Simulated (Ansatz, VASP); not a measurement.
Tc: VASP beside Ansatz

File INCAR:

```
ALGO = Normal ; EDIFF = 1E-6
ENCUT = 520 ; GGA = PE
ISIF = 2 ; ISMEAR = -1
LASPH = True ; LCHARG = False
LREAL = False ; LWAVE = False
NBANDS = 20 ; NELM = 60
PREC = Accurate ; SIGMA = 0.05
```

Contents of KPOINTS:

```
k-points
0
Gamma
  11 11 6
```

The input POSCAR:

```
Tc
1.0
    2.6840659379      0.0000000000      0.0000000000
   -1.3420329689      2.3244692877      0.0000000000
    0.0000000000      0.0000000000      4.3082197061
Tc
2
Direct
    0.6666666667      0.3333333333      0.7500000000
    0.3333333333      0.6666666667      0.2500000000
```

File input.yaml:

```yaml
crystal:
  lattice:
    - [2.6840659379, 0.0, 0.0]
    - [-1.3420329689, 2.3244692877, 0.0]
    - [0.0, 0.0, 4.3082197061]
  atoms:
    - { symbol: Tc, position: [0.6666666667, 0.3333333333, 0.75] }
    - { symbol: Tc, position: [0.3333333333, 0.6666666667, 0.25] }
kpoints:
  mp_grid: { grid: [11, 11, 6] }
scf:
  occupations: { method: fermi_dirac, width: 0.05 }
hamiltonian:
  xc: pbe
  pseudopotentials: { kind: all_electron, lapw: { basis_error: 0.0005 } }
output:
  forces: true
  stress: true
  eigenvalues: true
```

Change from the starting cell: volume scaled by 0.94.

Alike in both runs: task single point; functional PBE; k mesh 11 × 11 × 6; occupations fermi-dirac, width 0.05 eV; no spin polarisation.

|  | VASP | Ansatz |
| --- | --- | --- |
| version | VASP 6.6.1 | Ansatz 0.2.0 |
| potentials or method | VASP PAW PBE potentials, release 64 (Tc_pv), cutoff 520 eV | all-electron LAPW, scalar-relativistic |

VASP gave:

- gap on the k mesh at the Fermi level (eV): none
- pressure (GPa): 24.3
- traceless stress, the component that is largest in VASP (GPa): -0.07

Estimate Ansatz's values.

gap on the k mesh at the Fermi level (eV): none; pressure (GPa): 25.0; traceless stress, the component that is largest in VASP (GPa): -0.07.

A gap of «none» marks a metal or a gap that the smearing closes. Ansatz ran all-electron here, and VASP with PAW potentials.
